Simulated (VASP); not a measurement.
# KF (Fm-3m) in VASP: further runs

Runs on KF. Level: PBE. Tasks: electric field gradients.

Everything below comes from runs of VASP 6.6.1. Logs are shortened: lines on timing, memory, paths and dates and some standing lists are left out, and cuts for length are marked.

## 1. The cell of the first run

The structure is cubic, space group Fm-3m (No. 225). The conventional cell has a = 5.239 Å, b = 5.239 Å, c = 5.239 Å, α = 90.00°, β = 90.00°, γ = 90.00°. K (site symmetry m-3m) has 6 F at 2.62 Å within 3.5 Å. Within 3.5 Å of F (site symmetry m-3m) lie 6 K at 2.62 Å.

## 2. Electric field gradients, PBE (volume scaled by 0.9405)

Input file INCAR:

```
ALGO = Normal ; EDIFF = 1E-8
ENCUT = 520 ; GGA = PE
ISIF = 2 ; ISMEAR = -1
LASPH = True ; LCHARG = False
LEFG = True ; LREAL = False
LWAVE = False ; NBANDS = 15
NELM = 80 ; PREC = Accurate
SIGMA = 0.03
```

Input file KPOINTS:

```
k-points
0
Gamma
  8 8 8
```

Input file POSCAR:

```
KF
1.0
    0.0000000000      2.6193877275      2.6193877275
    2.6193877275      0.0000000000      2.6193877275
    2.6193877275      2.6193877275      0.0000000000
K F
1 1
Direct
    0.0000000000      0.0000000000      0.0000000000
    0.5000000000      0.5000000000      0.5000000000
```

Potentials or basis: VASP PAW PBE potentials, release 64 (K_sv, F).

The run is started by

```console
$ cat potpaw_PBE.64/K_sv/POTCAR potpaw_PBE.64/F/POTCAR > POTCAR
$ mpirun -np 1 vasp_std > vasp.out
```

OUTCAR:

```text
EDIFF = 1E-8
   ENCUT = 520
   GGA = PE
   ISIF = 2
   ISMEAR = -1
   LASPH = True
   LREAL = False
   NELM = 80
   PREC = Accurate

 ion  position               nearest neighbor table
   1  0.000  0.000  0.000-   2 2.62   2 2.62   2 2.62   2 2.62   2 2.62   2 2.62
   2  0.500  0.500  0.500-   1 2.62   1 2.62   1 2.62   1 2.62   1 2.62   1 2.62

  LATTYP: Found a face centered cubic cell.
 ALAT       =     5.2387754550

  Lattice vectors:

 A1 = (   0.0000000000,   2.6193877275,   2.6193877275)
 A2 = (   2.6193877275,   0.0000000000,   2.6193877275)
 A3 = (   2.6193877275,   2.6193877275,   0.0000000000)

Analysis of symmetry for initial positions (statically):
=====================================================================
 Subroutine PRICEL returns:
 Original cell was already a primitive cell.

 Routine SETGRP: Setting up the symmetry group for a
 face centered cubic supercell.

 Subroutine GETGRP returns: Found 48 space group operations
 (whereof 48 operations were pure point group operations)
 out of a pool of 48 trial point group operations.

The static configuration has the point symmetry O_h .

Analysis of symmetry for dynamics (positions and initial velocities):
=====================================================================
 Subroutine PRICEL returns:
 Original cell was already a primitive cell.

 Routine SETGRP: Setting up the symmetry group for a
 face centered cubic supercell.

 Subroutine GETGRP returns: Found 48 space group operations
 (whereof 48 operations were pure point group operations)
 out of a pool of 48 trial point group operations.

The dynamic configuration has the point symmetry O_h .

 Subroutine INISYM returns: Found 48 space group operations
 (whereof 48 operations are pure point group operations),
 and found     1 'primitive' translations

----------------------------------------------------------------------------------------

                                     Primitive cell

  volume of cell :      35.9442

  direct lattice vectors                    reciprocal lattice vectors
     0.000000000  2.619387727  2.619387727    -0.190884303  0.190884303  0.190884303
     2.619387727  0.000000000  2.619387727     0.190884303 -0.190884303  0.190884303
     2.619387727  2.619387727  0.000000000     0.190884303  0.190884303 -0.190884303

  length of vectors
     3.704373649  3.704373649  3.704373649     0.330621311  0.330621311  0.330621311

  position of ions in fractional coordinates (direct lattice)
     0.000000000  0.000000000  0.000000000
     0.500000000  0.500000000  0.500000000

  ion indices of the primitive-cell ions
   primitive index   ion index
                 1           1
                 2           2

----------------------------------------------------------------------------------------

 KPOINTS: k-points

Automatic generation of k-mesh.
 Grid dimensions read from file:
 generate k-points for:    8    8    8

 Generating k-lattice:

  Cartesian coordinates                     Fractional coordinates (reciprocal lattice)
    -0.023860538  0.023860538  0.023860538     0.125000000  0.000000000  0.000000000
     0.023860538 -0.023860538  0.023860538     0.000000000  0.125000000  0.000000000
     0.023860538  0.023860538 -0.023860538     0.000000000  0.000000000  0.125000000

  Length of vectors
     0.041327664  0.041327664  0.041327664

  Shift w.r.t. Gamma in fractional coordinates (k-lattice)
     0.000000000  0.000000000  0.000000000

 Subroutine IBZKPT returns following result:
 ===========================================

 Found     29 irreducible k-points:

 Following reciprocal coordinates:
            Coordinates               Weight
  0.000000  0.000000  0.000000      1.000000
  0.125000  0.000000  0.000000      8.000000
  0.250000  0.000000  0.000000      8.000000
  0.375000  0.000000  0.000000      8.000000
  0.500000  0.000000  0.000000      4.000000
  0.125000  0.125000  0.000000      6.000000
[... 16 lines left out ...]
  0.500000  0.250000  0.125000     48.000000
 -0.375000  0.250000  0.125000     24.000000
 [... further k-points ...]
   k-points           NKPTS =     29   k-points in BZ     NKDIM =     29   number of bands    NBANDS=     15
   number of dos      NEDOS =    301   number of ions     NIONS =      2
   total plane-waves  NPLWV =  21952
   dimension x,y,z NGX =    28 NGY =   28 NGZ =   28
   dimension x,y,z NGXF=    56 NGYF=   56 NGZF=   56
   ions per type =               1   1
   NGX,Y,Z   is equivalent  to a cutoff of  12.57, 12.57, 12.57 a.u.
   NGXF,Y,Z  is equivalent  to a cutoff of  25.13, 25.13, 25.13 a.u.
 SYSTEM =  unknown system
   PREC   = accura    normal or accurate (medium, high low for compatibility)
   ISTART =      0    job   : 0-new  1-cont  2-samecut
   ICHARG =      2    charge: 1-file 2-atom 10-const
   ISPIN  =      1    spin polarized calculation?
   LNONCOLLINEAR =      F non collinear calculations
   LSORBIT =      F    spin-orbit coupling
   LASPH  =      T    aspherical Exc in radial PAW
   ENCUT  =  520.0 eV  38.22 Ry    6.18 a.u.   6.89  6.89  6.89*2*pi/ulx,y,z
   NELM   =     80;   NELMIN=  2; NELMDL= -5     # of ELM steps
   EDIFF  = 0.1E-07   stopping-criterion for ELM
   LREAL  =      F    real-space projection
   EDIFFG = 0.1E-06   stopping-criterion for IOM
   NSW    =      0    number of steps for IOM
   IBRION =     -1    ionic relax: 0-MD 1-quasi-New 2-CG
   NFREE  =      0    steps in history (QN), initial steepest desc. (CG)
   ISIF   =      2    stress and relaxation
   ISYM   =      2    0-nonsym 1-usesym 2-fastsym
   POTIM  = 0.5000    time-step for ionic-motion
   TEBEG  =    0.0;   TEEND  =   0.0 temperature during run
   PSTRESS=    0.0 pullay stress
   NELECT =      16.0000    total number of electrons
   NUPDOWN=      -1.0000    fix difference up-down
   EMIN   =  10.00;   EMAX   =-10.00  energy-range for DOS
   EFERMI =   0.00;   METHOD = LEGACY
   ISMEAR =    -1;   SIGMA  =   0.03  broadening in eV -4-tet -1-fermi 0-gaus
   EFERMI_NEDOS =   21; number of points for ismear=-14 and -15
   IALGO  =     38    algorithm
   IMIX   =      4    mixing-type and parameters
     AMIX     =   0.40;   BMIX     =  1.00
     AMIX_MAG =   1.60;   BMIX_MAG =  1.00
  volume/ion in A,a.u.               =      17.97       121.28
  Fermi-wavevector in a.u.,A,eV,Ry     =   1.249986  2.362130 21.258616  1.562464
  Thomas-Fermi vector in A             =   2.384001
   LORBIT       =      0    0 simple, 1 ext, 2 COOP (PROOUT), +10 PAW based schemes
   GGA     = PE    functional components
[... 5 lines left out ...]
 non-spin polarized calculation
  energy-cutoff  :      520.00
  volume of cell :       35.94
 maximum number of plane-waves:       982
   NGX = 13   NGY = 13   NGZ = 13

 number of electron      16.0000013 magnetization

 Free energy of the ion-electron system (eV)
  ---------------------------------------------------
  ext. energy  EPLUGINS =         0.00000000
  ---------------------------------------------------
  free energy    TOTEN  =        -8.25167037 eV

  energy without entropy =       -8.25167037  energy(sigma->0) =       -8.25167037

 E-fermi :  -1.8915     XC(G=0):  -8.6776

 val. band max:       -2.6360758635   @ k =   0.0000   0.0000   0.0000
 cond. band min:       3.8524033241   @ k =   0.0000   0.0000   0.0000
 fundamental gap:      6.4884791876
 Fermi energy:        -1.8915071837

 k-point     1 :       0.0000    0.0000    0.0000
  band No.  band energies     occupation
      1     -28.6161      2.00000
      2     -21.3246      2.00000
      3     -11.8177      2.00000
      4     -11.8177      2.00000
      5     -11.8177      2.00000
      6      -2.6361      2.00000
      7      -2.6361      2.00000
      8      -2.6361      2.00000
      9       3.8524      0.00000
     10       8.2050      0.00000
     11       8.2050      0.00000
     12       8.2050      0.00000
     13       9.9584      0.00000
     14       9.9584      0.00000
     15      14.6988      0.00000
[... 397 lines left out ...]
 k-point    24 :      -0.3750    0.2500    0.1250
  band No.  band energies     occupation
      1     -28.4753      2.00000
      2     -21.4195      2.00000
      3     -12.1921      2.00000
      4     -12.0774      2.00000
      5     -11.8992      2.00000
      6      -3.2490      2.00000
      7      -2.9425      2.00000
      8      -2.9071      2.00000
      9       6.9994      0.00000
     10       7.7459      0.00000
     11       9.3864      0.00000
     12      10.3995      0.00000
     13      11.7322      0.00000
     14      12.8834      0.00000
     15      13.2666      0.00000

 [... further k-points ...]

------------------------ aborting loop because EDIFF is reached ----------------------------------------

  FORCE on cell =-STRESS in cart. coord.  units (eV):
  Direction    XX          YY          ZZ          XY          YZ          ZX
  --------------------------------------------------------------------------------------
  -------------------------------------------------------------------------------------
  Total        0.8761673      0.8761673      0.8761673      0.0000000      0.0000000      0.0000000
  in kB       39.0542447     39.0542447     39.0542447      0.0000000      0.0000000      0.0000000
  external PRESSURE =      39.0542447 kB  Pullay stress =       0.0000000 kB

 VOLUME and BASIS-vectors are now :
 -----------------------------------------------------------------------------
  energy-cutoff  :      520.00
  volume of cell :       35.94
      direct lattice vectors                 reciprocal lattice vectors
     0.000000000  2.619387727  2.619387727    -0.190884303  0.190884303  0.190884303
     2.619387727  0.000000000  2.619387727     0.190884303 -0.190884303  0.190884303
     2.619387727  2.619387727  0.000000000     0.190884303  0.190884303 -0.190884303

 POSITION                                       TOTAL-FORCE (eV/Angst)
 -----------------------------------------------------------------------------------
      0.00000      0.00000      0.00000         0.000000      0.000000      0.000000
      2.61939      2.61939      2.61939        -0.000000     -0.000000     -0.000000
 -----------------------------------------------------------------------------------
    total drift:                                0.000000      0.000000      0.000000

  FREE ENERGIE OF THE ION-ELECTRON SYSTEM (eV)
  ---------------------------------------------------
  free  energy   TOTEN  =        -8.2516703738 eV

  energy  without entropy=       -8.2516703738  energy(sigma->0) =       -8.25167037

 Electric field gradients (V/A^2)
---------------------------------------------------------------------
 ion       V_xx      V_yy      V_zz      V_xy      V_xz      V_yz
---------------------------------------------------------------------
   1      -0.000    -0.000     0.000     0.000     0.000     0.000
   2      -0.000     0.000    -0.000     0.004     0.004     0.004
---------------------------------------------------------------------

 Electric field gradients after diagonalization (V/A^2)
 (convention: |V_zz| > |V_xx| > |V_yy|)
----------------------------------------------------------------------
 ion       V_xx      V_yy      V_zz     asymmetry (V_yy - V_xx)/ V_zz
----------------------------------------------------------------------
   1      -0.000    -0.000     0.001       0.000
   2      -0.004    -0.004     0.008       0.000
----------------------------------------------------------------------

           NMR quadrupolar parameters

 Cq : quadrupolar parameter    Cq=e*Q*V_zz/h
 eta: asymmetry parameters     (V_yy - V_xx)/ V_zz
 Q  : nuclear electric quadrupole moment in mb (millibarn)
----------------------------------------------------------------------
 ion       Cq(MHz)       eta       Q (mb)
----------------------------------------------------------------------
   1       0.000       0.000       1.000
   2       0.000       0.000       1.000
----------------------------------------------------------------------
```

Run time: 8.3 s. Hardware: 1 thread of Intel Xeon 6975P-C (Granite Rapids), shared host; peak memory 0.16 GiB.

What came out:

- Free energy: -8.2517 eV
- Pressure: 3.9 GPa
- Band gap on the k mesh: 6.49 eV, direct

Caveat: the cell differs from its parent crystal (volume scaled by 0.9405); without QUAD_EFG the Cq values of the log hold for a quadrupole moment of 1 mb, not for the nuclei.

## 3. Electric field gradients, PBE

This run uses another cell than the first one, of 19.11 Å³/atom, 1.063 times its volume.

Input file INCAR:

```
SYSTEM = KF
ALGO = Normal
EDIFF = 1E-8
ENCUT = 520
GGA = PE
ISIF = 2
ISMEAR = -1
LASPH = .True.
LCHARG = .False.
LEFG = .True.
LREAL = .False.
LWAVE = .False.
NBANDS = 15
NELM = 100
PREC = Accurate
SIGMA = 0.03
```

Input file KPOINTS:

```
k-points
0
Gamma
  8 8 8
  0 0 0
```

Input file POSCAR:

```
KF
1.0
    0.0000000000      2.6735000000      2.6735000000
    2.6735000000      0.0000000000      2.6735000000
    2.6735000000      2.6735000000      0.0000000000
K F
1 1
Direct
    0.0000000000      0.0000000000      0.0000000000
    0.5000000000      0.5000000000      0.5000000000
```

Potentials or basis: VASP PAW PBE potentials, release 64 (K_sv, F).

The run is started by

```console
$ cat potpaw_PBE.64/K_sv/POTCAR potpaw_PBE.64/F/POTCAR > POTCAR
$ mpirun -np 1 vasp_std > vasp.out
```

OUTCAR:

```text
SYSTEM = KF
   EDIFF = 1E-8
   ENCUT = 520
   GGA = PE
   ISIF = 2
   ISMEAR = -1
   LASPH = .True.
   LREAL = .False.
   NELM = 100
   PREC = Accurate

 ion  position               nearest neighbor table
   1  0.000  0.000  0.000-   2 2.67   2 2.67   2 2.67   2 2.67   2 2.67   2 2.67
   2  0.500  0.500  0.500-   1 2.67   1 2.67   1 2.67   1 2.67   1 2.67   1 2.67

  LATTYP: Found a face centered cubic cell.
 ALAT       =     5.3470000000

  Lattice vectors:

 A1 = (   0.0000000000,   2.6735000000,   2.6735000000)
 A2 = (   2.6735000000,   0.0000000000,   2.6735000000)
 A3 = (   2.6735000000,   2.6735000000,   0.0000000000)

Analysis of symmetry for initial positions (statically):
=====================================================================
 Subroutine PRICEL returns:
 Original cell was already a primitive cell.

 Routine SETGRP: Setting up the symmetry group for a
 face centered cubic supercell.

 Subroutine GETGRP returns: Found 48 space group operations
 (whereof 48 operations were pure point group operations)
 out of a pool of 48 trial point group operations.

The static configuration has the point symmetry O_h .

Analysis of symmetry for dynamics (positions and initial velocities):
=====================================================================
 Subroutine PRICEL returns:
 Original cell was already a primitive cell.

 Routine SETGRP: Setting up the symmetry group for a
 face centered cubic supercell.

 Subroutine GETGRP returns: Found 48 space group operations
 (whereof 48 operations were pure point group operations)
 out of a pool of 48 trial point group operations.

[... 576 lines left out ...]
      7      -3.0872      2.00000
      8      -3.0644      2.00000
      9       6.5817      0.00000
     10       7.2738      0.00000
     11       8.8559      0.00000
     12       9.8994      0.00000
     13      11.1513      0.00000
     14      12.1989      0.00000
     15      12.4424      0.00000

 [... further k-points ...]

------------------------ aborting loop because EDIFF is reached ----------------------------------------

  FORCE on cell =-STRESS in cart. coord.  units (eV):
  Direction    XX          YY          ZZ          XY          YZ          ZX
  --------------------------------------------------------------------------------------
  -------------------------------------------------------------------------------------
  Total        0.3233881      0.3233881      0.3233881      0.0000000      0.0000000      0.0000000
  in kB       13.5570143     13.5570143     13.5570143      0.0000000      0.0000000      0.0000000
  external PRESSURE =      13.5570143 kB  Pullay stress =       0.0000000 kB

 VOLUME and BASIS-vectors are now :
 -----------------------------------------------------------------------------
  energy-cutoff  :      520.00
  volume of cell :       38.22
      direct lattice vectors                 reciprocal lattice vectors
     0.000000000  2.673500000  2.673500000    -0.187020759  0.187020759  0.187020759
     2.673500000  0.000000000  2.673500000     0.187020759 -0.187020759  0.187020759
     2.673500000  2.673500000  0.000000000     0.187020759  0.187020759 -0.187020759

 POSITION                                       TOTAL-FORCE (eV/Angst)
 -----------------------------------------------------------------------------------
      0.00000      0.00000      0.00000         0.000000      0.000000      0.000000
      2.67350      2.67350      2.67350        -0.000000     -0.000000     -0.000000
 -----------------------------------------------------------------------------------
    total drift:                                0.000000      0.000000      0.000000

  FREE ENERGIE OF THE ION-ELECTRON SYSTEM (eV)
  ---------------------------------------------------
  free  energy   TOTEN  =        -8.2908257241 eV

  energy  without entropy=       -8.2908257241  energy(sigma->0) =       -8.29082572

 Electric field gradients (V/A^2)
---------------------------------------------------------------------
 ion       V_xx      V_yy      V_zz      V_xy      V_xz      V_yz
---------------------------------------------------------------------
   1      -0.000    -0.000    -0.000     0.000     0.000     0.000
   2       0.000    -0.000    -0.000     0.008     0.008     0.008
---------------------------------------------------------------------

 Electric field gradients after diagonalization (V/A^2)
 (convention: |V_zz| > |V_xx| > |V_yy|)
----------------------------------------------------------------------
 ion       V_xx      V_yy      V_zz     asymmetry (V_yy - V_xx)/ V_zz
----------------------------------------------------------------------
   1      -0.000    -0.000     0.000       0.000
   2      -0.008    -0.008     0.015       0.000
----------------------------------------------------------------------

           NMR quadrupolar parameters

 Cq : quadrupolar parameter    Cq=e*Q*V_zz/h
 eta: asymmetry parameters     (V_yy - V_xx)/ V_zz
 Q  : nuclear electric quadrupole moment in mb (millibarn)
----------------------------------------------------------------------
 ion       Cq(MHz)       eta       Q (mb)
----------------------------------------------------------------------
   1       0.000       0.000       1.000
   2       0.000       0.000       1.000
----------------------------------------------------------------------
```

stdout:

```text
POSCAR found type information on POSCAR K F
 POSCAR found :  2 types and       2 ions
 scaLAPACK will be used
 LDA part: xc-table for (Slater+PW92), standard interpolation
 POSCAR, INCAR and KPOINTS ok, starting setup
 FFT: planning ... GRIDC
 FFT: planning ... GRID_SOFT
 FFT: planning ... GRID
 WAVECAR not read
 entering main loop
ion   1

ion   2
```

It took 8.3 s on 1 thread of Intel Xeon 6975P-C (Granite Rapids), shared host; peak memory 0.16 GiB.

Results:

- Free energy: -8.2908 eV
- Pressure: 1.4 GPa
- Band gap on the k mesh: 6.16 eV, direct

Caveat: without QUAD_EFG the Cq values of the log hold for a quadrupole moment of 1 mb, not for the nuclei.

[end of part 1 of 2]
